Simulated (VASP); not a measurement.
# Co (P6_3/mmc) in VASP: further runs

Runs on Co. Level: RPBE. Tasks: single point.

Program: VASP 6.6.1. These are calculated values, not measurements. Logs are shortened: lines on timing, memory, paths and dates and some standing lists are left out, and cuts for length are marked.

## Step 1: The cell of the first run

Symmetry: P6_3/mmc, No. 194, hexagonal system. Conventional cell: a = 2.445 Å, b = 2.445 Å, c = 3.939 Å, α = 90.00°, β = 90.00°, γ = 120.00°. Co (site symmetry -6m2) has 12 Co at 2.42 to 2.44 Å within 3.2 Å.

## Step 2: Single point, RPBE (10.19 Å³/atom)

INCAR

```
SYSTEM = Co
ALGO = Normal
EDIFF = 1E-6
ENCUT = 520
GGA = RP
ISIF = 2
ISMEAR = -1
LASPH = .True.
LCHARG = .False.
LREAL = .False.
LWAVE = .False.
NBANDS = 16
NELM = 60
PREC = Accurate
SIGMA = 0.1
```

KPOINTS

```
k-points
0
Gamma
  24 24 13
  0 0 0
```

POSCAR

```
Co
1.0
    2.4446111346      0.0000000000      0.0000000000
   -1.2223055673      2.1170953450      0.0000000000
    0.0000000000      0.0000000000      3.9387349345
Co
2
Direct
    0.3333333333      0.6666666667      0.2500000000
    0.6666666667      0.3333333333      0.7500000000
```

Potentials or basis: VASP PAW PBE potentials, release 64 (Co).

Launch:

```sh
> cat potpaw_PBE.64/Co/POTCAR > POTCAR
> mpirun -np 1 vasp_std > vasp.out
```

OUTCAR:

```text
SYSTEM = Co
   EDIFF = 1E-6
   ENCUT = 520
   GGA = RP
   ISIF = 2
   ISMEAR = -1
   LASPH = .True.
   LREAL = .False.
   NELM = 60
   PREC = Accurate

 ion  position               nearest neighbor table
   1  0.333  0.667  0.250-   2 2.42   2 2.42   2 2.42   2 2.42   2 2.42   2 2.42
   2  0.667  0.333  0.750-   1 2.42   1 2.42   1 2.42   1 2.42   1 2.42   1 2.42

  LATTYP: Found a hexagonal cell.
 ALAT       =     2.4446111346
 C/A-ratio  =     1.6111907856

  Lattice vectors:

 A1 = (   2.4446111346,   0.0000000000,   0.0000000000)
 A2 = (  -1.2223055673,   2.1170953450,   0.0000000000)
 A3 = (   0.0000000000,   0.0000000000,   3.9387349345)

Analysis of symmetry for initial positions (statically):
=====================================================================
 Subroutine PRICEL returns:
 Original cell was already a primitive cell.

 Routine SETGRP: Setting up the symmetry group for a
 hexagonal supercell.

 Subroutine GETGRP returns: Found 24 space group operations
 (whereof 12 operations were pure point group operations)
 out of a pool of 24 trial point group operations.

The static configuration has the point symmetry D_3d.
 The point group associated with its full space group is D_6h.

Analysis of symmetry for dynamics (positions and initial velocities):
=====================================================================
 Subroutine PRICEL returns:
 Original cell was already a primitive cell.

 Routine SETGRP: Setting up the symmetry group for a
 hexagonal supercell.

 Subroutine GETGRP returns: Found 24 space group operations
 (whereof 12 operations were pure point group operations)
 out of a pool of 24 trial point group operations.

The dynamic configuration has the point symmetry D_3d.
 The point group associated with its full space group is D_6h.

 Subroutine INISYM returns: Found 24 space group operations
 (whereof 12 operations are pure point group operations),
 and found     1 'primitive' translations

----------------------------------------------------------------------------------------

                                     Primitive cell

  volume of cell :      20.3848

  direct lattice vectors                    reciprocal lattice vectors
     2.444611135  0.000000000  0.000000000     0.409063015  0.236172642  0.000000000
    -1.222305567  2.117095345  0.000000000     0.000000000  0.472345283  0.000000000
     0.000000000  0.000000000  3.938734934     0.000000000  0.000000000  0.253888626

  length of vectors
     2.444611135  2.444611135  3.938734934     0.472345283  0.472345283  0.253888626

  position of ions in fractional coordinates (direct lattice)
     0.333333333  0.666666667  0.250000000
     0.666666667  0.333333333  0.750000000

  ion indices of the primitive-cell ions
   primitive index   ion index
                 1           1
                 2           2

----------------------------------------------------------------------------------------

 KPOINTS: k-points

Automatic generation of k-mesh.
 Grid dimensions read from file:
 generate k-points for:   24   24   13

 Generating k-lattice:

  Cartesian coordinates                     Fractional coordinates (reciprocal lattice)
     0.017044292  0.009840527  0.000000000     0.041666667  0.000000000  0.000000000
     0.000000000  0.019681053  0.000000000     0.000000000  0.041666667  0.000000000
     0.000000000  0.000000000  0.019529894     0.000000000  0.000000000  0.076923077

  Length of vectors
     0.019681053  0.019681053  0.019529894

  Shift w.r.t. Gamma in fractional coordinates (k-lattice)
     0.000000000  0.000000000  0.000000000

 Subroutine IBZKPT returns following result:
 ===========================================

 Found    427 irreducible k-points:

 Following reciprocal coordinates:
            Coordinates               Weight
  0.000000  0.000000  0.000000      1.000000
  0.041667 -0.000000  0.000000      6.000000
  0.083333 -0.000000  0.000000      6.000000
  0.125000 -0.000000  0.000000      6.000000
  0.166667 -0.000000  0.000000      6.000000
  0.208333 -0.000000  0.000000      6.000000
[... 16 lines left out ...]
  0.416667  0.041667  0.000000     12.000000
  0.458333  0.041667  0.000000     12.000000
 [... further k-points ...]
   k-points           NKPTS =    427   k-points in BZ     NKDIM =    427   number of bands    NBANDS=     16
   number of dos      NEDOS =    301   number of ions     NIONS =      2
   total plane-waves  NPLWV =   9720
   dimension x,y,z NGX =    18 NGY =   18 NGZ =   30
   dimension x,y,z NGXF=    36 NGYF=   36 NGZF=   60
   ions per type =               2
   NGX,Y,Z   is equivalent  to a cutoff of  12.24, 12.24, 12.66 a.u.
   NGXF,Y,Z  is equivalent  to a cutoff of  24.48, 24.48, 25.32 a.u.
 SYSTEM =  Co
   PREC   = accura    normal or accurate (medium, high low for compatibility)
   ISTART =      0    job   : 0-new  1-cont  2-samecut
   ICHARG =      2    charge: 1-file 2-atom 10-const
   ISPIN  =      1    spin polarized calculation?
   LNONCOLLINEAR =      F non collinear calculations
   LSORBIT =      F    spin-orbit coupling
   LASPH  =      T    aspherical Exc in radial PAW
   ENCUT  =  520.0 eV  38.22 Ry    6.18 a.u.   4.55  4.55  7.32*2*pi/ulx,y,z
   NELM   =     60;   NELMIN=  2; NELMDL= -5     # of ELM steps
   EDIFF  = 0.1E-05   stopping-criterion for ELM
   LREAL  =      F    real-space projection
[... 7 lines left out ...]
   TEBEG  =    0.0;   TEEND  =   0.0 temperature during run
   PSTRESS=    0.0 pullay stress
   NELECT =      18.0000    total number of electrons
   NUPDOWN=      -1.0000    fix difference up-down
   EMIN   =  10.00;   EMAX   =-10.00  energy-range for DOS
   EFERMI =   0.00;   METHOD = LEGACY
   ISMEAR =    -1;   SIGMA  =   0.10  broadening in eV -4-tet -1-fermi 0-gaus
   EFERMI_NEDOS =   21; number of points for ismear=-14 and -15
   IALGO  =     38    algorithm
   IMIX   =      4    mixing-type and parameters
     AMIX     =   0.40;   BMIX     =  1.00
     AMIX_MAG =   1.60;   BMIX_MAG =  1.00
  volume/ion in A,a.u.               =      10.19        68.78
  Fermi-wavevector in a.u.,A,eV,Ry     =   1.570592  2.967988 33.562292  2.466759
  Thomas-Fermi vector in A             =   2.672302
   LORBIT       =      0    0 simple, 1 ext, 2 COOP (PROOUT), +10 PAW based schemes
   GGA     = RP    functional components
   LHFCALC =     F    Hartree Fock is set to
   AEXX    =    0.0000 exact exchange contribution
   IVDW    =     0    specifies the selected vdW correction
   LEPSILON=     F    determine dielectric tensor
   LRPA    =     F    only Hartree local field effects (RPA)
 non-spin polarized calculation
  energy-cutoff  :      520.00
  volume of cell :       20.38
 maximum number of plane-waves:       569
   NGX =  9   NGY =  9   NGZ = 15

 number of electron      17.9999976 magnetization

 Free energy of the ion-electron system (eV)
  ---------------------------------------------------
  ext. energy  EPLUGINS =         0.00000000
  ---------------------------------------------------
  free energy    TOTEN  =       -12.58975798 eV

  energy without entropy =      -12.41299244  energy(sigma->0) =      -12.50137521

 E-fermi :  11.2463     XC(G=0): -13.6871

 val. band max:       11.2462373263   @ k =   0.2917   0.2083   0.1538
 cond. band min:      11.2493941625   @ k =   0.3750   0.1250   0.0000
 fundamental gap:      0.0031568363
 Fermi energy:        11.2463168653

 k-point     1 :       0.0000    0.0000    0.0000
  band No.  band energies     occupation
      1       2.0181      2.00000
      2       6.2906      2.00000
      3       9.3113      2.00000
      4       9.3314      2.00000
      5       9.3314      2.00000
      6       9.7053      2.00000
[... 8 lines left out ...]
     15      36.9867      0.00000
     16      37.1258      0.00000

 k-point     2 :       0.0417   -0.0000    0.0000
  band No.  band energies     occupation
      1       2.0822      2.00000
      2       6.3322      2.00000
      3       9.1959      2.00000
      4       9.3638      2.00000
      5       9.4356      2.00000
      6       9.6875      2.00000
[... 8 lines left out ...]
     15      35.6115      0.00000
     16      36.1736      0.00000

 k-point     3 :       0.0833   -0.0000    0.0000
  band No.  band energies     occupation
      1       2.2729      2.00000
      2       6.4524      2.00000
      3       9.0506      2.00000
      4       9.4599      2.00000
      5       9.5412      2.00000
      6       9.6475      2.00000
[... 8 lines left out ...]
     15      34.5413      0.00000
     16      34.8554      0.00000

 k-point     4 :       0.1250   -0.0000    0.0000
  band No.  band energies     occupation
      1       2.5853      2.00000
      2       6.6366      2.00000
      3       8.8853      2.00000
      4       9.3715      2.00000
      5       9.5280      2.00000
      6       9.6155      2.00000
[... 8 lines left out ...]
     15      33.5677      0.00000
     16      33.9742      0.00000
[... 324 lines left out ...]
 k-point    22 :       0.3750    0.0417    0.0000
  band No.  band energies     occupation
      1       6.2008      2.00000
      2       7.0251      2.00000
      3       7.2640      2.00000
      4       8.6267      2.00000
      5       9.1840      2.00000
      6       9.4408      2.00000
[... 8 lines left out ...]
     15      26.8966      0.00000
     16      27.0029      0.00000

 k-point    23 :       0.4167    0.0417    0.0000
  band No.  band energies     occupation
      1       6.5178      2.00000
      2       6.9221      2.00000
      3       7.1531      2.00000
      4       8.7918      2.00000
      5       9.1414      2.00000
      6       9.3807      2.00000
[... 8 lines left out ...]
     15      25.8152      0.00000
     16      26.4328      0.00000

 k-point    24 :       0.4583    0.0417    0.0000
  band No.  band energies     occupation
      1       6.6997      2.00000
      2       6.8297      2.00000
      3       7.0978      2.00000
      4       8.9096      2.00000
      5       9.1203      2.00000
      6       9.3490      2.00000
[... 8 lines left out ...]
     15      24.9782      0.00000
     16      26.0722      0.00000

 [... further k-points ...]

------------------------ aborting loop because EDIFF is reached ----------------------------------------

  FORCE on cell =-STRESS in cart. coord.  units (eV):
  Direction    XX          YY          ZZ          XY          YZ          ZX
  --------------------------------------------------------------------------------------
  -------------------------------------------------------------------------------------
  Total        1.2201558      1.2201558      1.2323391     -0.0000000     -0.0000000     -0.0000000
  in kB       95.9000685     95.9000685     96.8576300     -0.0000000     -0.0000000     -0.0000000
  external PRESSURE =      96.2192557 kB  Pullay stress =       0.0000000 kB

 VOLUME and BASIS-vectors are now :
 -----------------------------------------------------------------------------
  energy-cutoff  :      520.00
  volume of cell :       20.38
      direct lattice vectors                 reciprocal lattice vectors
     2.444611135  0.000000000  0.000000000     0.409063015  0.236172642  0.000000000
    -1.222305567  2.117095345  0.000000000     0.000000000  0.472345283  0.000000000
     0.000000000  0.000000000  3.938734934     0.000000000  0.000000000  0.253888626

 POSITION                                       TOTAL-FORCE (eV/Angst)
 -----------------------------------------------------------------------------------
     -0.00000      1.41140      0.98468         0.000000      0.000000      0.000000
      1.22231      0.70570      2.95405        -0.000000     -0.000000      0.000000
 -----------------------------------------------------------------------------------
    total drift:                               -0.000000      0.000000     -0.000000

  FREE ENERGIE OF THE ION-ELECTRON SYSTEM (eV)
  ---------------------------------------------------
  free  energy   TOTEN  =       -12.5897579801 eV

  energy  without entropy=      -12.4129924364  energy(sigma->0) =      -12.50137521
```

It took 49 s on 1 thread of Intel Xeon 6975P-C (Granite Rapids), shared host; peak memory 0.23 GiB.

What came out:

```
Free energy            : -12.5898 eV
Pressure               : 9.6 GPa
Band gap on the k mesh : zero (bands 9 and 10 overlap by 1.57 eV)
```

Stress tensor (GPa, compression positive):
```
9.59 0.00 0.00
0.00 9.59 0.00
0.00 0.00 9.69
```

Levels at points of the mesh, in eV from the Fermi level:
```tsv
k point	band 6	band 7	band 8	band 9	band 10	band 11	band 12	band 13
(0.00, 0.00, 0.00)	-1.54	-1.54	-1.16	-1.16	-0.06	0.11	0.11	7.47
(0.50, 0.00, 0.00)	-1.89	-1.49	0.26	0.38	0.44	2.01	4.09	10.45
```

Caveat: the cell stands under pressure; the PAW data sets were made with another functional, which shifts forces and pressure a little; the run has no spin polarisation, though such a crystal can be magnetic. Spin polarisation is off, so any magnetic state and its effect on volume and gap are missing.

## Step 3: Single point, RPBE

This run uses another cell than the first one, of 10.62 Å³/atom.

INCAR

```
PREC     = Accurate       # precision mode
ENCUT    = 520            # plane-wave cutoff, eV
EDIFF    = 1E-7           # SCF threshold, eV
ISMEAR   = -1             # smearing method
SIGMA    = 0.1            # smearing width, eV
LREAL    = False          # projectors in reciprocal space
LASPH    = True           # aspherical terms in the spheres
NELM     = 60             # most SCF steps
ALGO     = Normal         # electronic algorithm
ISIF     = 2              # what is computed and relaxed
LWAVE    = False          # write WAVECAR
LCHARG   = True           # write CHGCAR
GGA      = RP             # functional
LELF     = True           # ELF
LVHAR    = True         
NBANDS   = 16             # bands
```

KPOINTS

```
Automatic mesh
0
Gamma
  24 24 13
```

POSCAR

```
Co
1.0
    2.4781031202      0.0000000000      0.0000000000
   -1.2390515601      2.1461002553      0.0000000000
    0.0000000000      0.0000000000      3.9926969131
Co
2
Direct
    0.3333333333      0.6666666667      0.2500000000
    0.6666666667      0.3333333333      0.7500000000
```

Potentials or basis: VASP PAW PBE potentials, release 64 (Co).

Launch:

```sh
> cat potpaw_PBE.64/Co/POTCAR > POTCAR
> mpirun -np 1 vasp_std > vasp.out
```

It took 54 s on 1 thread of Intel Xeon 6975P-C (Granite Rapids), shared host; peak memory 0.23 GiB.

Results (log left out):

```yaml
Free_energy: -12.6125 eV
Pressure: -0.5 GPa
Band_gap_on_the_k_mesh: zero (bands 9 and 10 overlap by 1.47 eV)
```

Stress tensor (GPa, compression positive):
```
-0.49  0.00  0.00
 0.00 -0.49  0.00
 0.00  0.00 -0.62
```

Levels at points of the mesh, in eV from the Fermi level:
```csv
k point,band 5,band 6,band 7,band 8,band 9,band 10,band 11,band 12,band 13,band 14
"(0.00, 0.00, 0.00)",-1.80,-1.45,-1.45,-1.09,-1.09,-0.01,0.11,0.11,7.13,22.02
"(0.50, 0.00, 0.00)",-1.99,-1.78,-1.40,0.25,0.36,0.41,1.93,3.91,10.14,10.84
```

Caveat: the PAW data sets were made with another functional, which shifts forces and pressure a little; the run has no spin polarisation, though such a crystal can be magnetic.

## Step 4: Single point, RPBE (11.04 Å³/atom)

This run uses another cell than the first one, of 11.04 Å³/atom.

INCAR

```
PREC = Accurate
ENCUT = 520
EDIFF = 1E-6
ISMEAR = -1
SIGMA = 0.1
LREAL = False
LASPH = True
NELM = 80
ALGO = Normal
ISIF = 2
LWAVE = False
LCHARG = False
GGA = RP
NBANDS = 16
```

KPOINTS

```
regular mesh
0
Gamma
  24 24 13
```

POSCAR

```
Co
1.0
    2.5107134799      0.0000000000      0.0000000000
   -1.2553567399      2.1743416552      0.0000000000
    0.0000000000      0.0000000000      4.0452384241
Co
2
Direct
    0.3333333333      0.6666666667      0.2500000000
    0.6666666667      0.3333333333      0.7500000000
```

Launch:

```sh
> cat potpaw_PBE.64/Co/POTCAR > POTCAR
> mpirun -np 1 vasp_std > vasp.out
```

It took 52 s on 1 thread of Intel Xeon 6975P-C (Granite Rapids), shared host; peak memory 0.24 GiB.

The run converged. Its results:

| Item | Value |
| --- | --- |
| Free energy | -12.5877 eV |
| Pressure | -8.4 GPa |
| Band gap on the k mesh | zero (bands 9 and 10 overlap by 1.38 eV) |

Stress tensor (GPa, compression positive):
```
-8.34  0.00  0.00
 0.00 -8.34  0.00
 0.00  0.00 -8.66
```

Levels at points of the mesh, in eV from the Fermi level:
```tsv
k point	band 5	band 6	band 7	band 8	band 9	band 10	band 11	band 12	band 13	band 14
(0.00, 0.00, 0.00)	-1.69	-1.36	-1.36	-1.03	-1.03	0.04	0.10	0.10	6.82	21.71
(0.50, 0.00, 0.00)	-1.87	-1.68	-1.32	0.23	0.34	0.39	1.85	3.75	9.86	10.51
```

Caveat: the cell stands under tension; the PAW data sets were made with another functional, which shifts forces and pressure a little; the run has no spin polarisation, though such a crystal can be magnetic. Spin polarisation is off, so any magnetic state and its effect on volume and gap are missing.

[end of part 1 of 2]
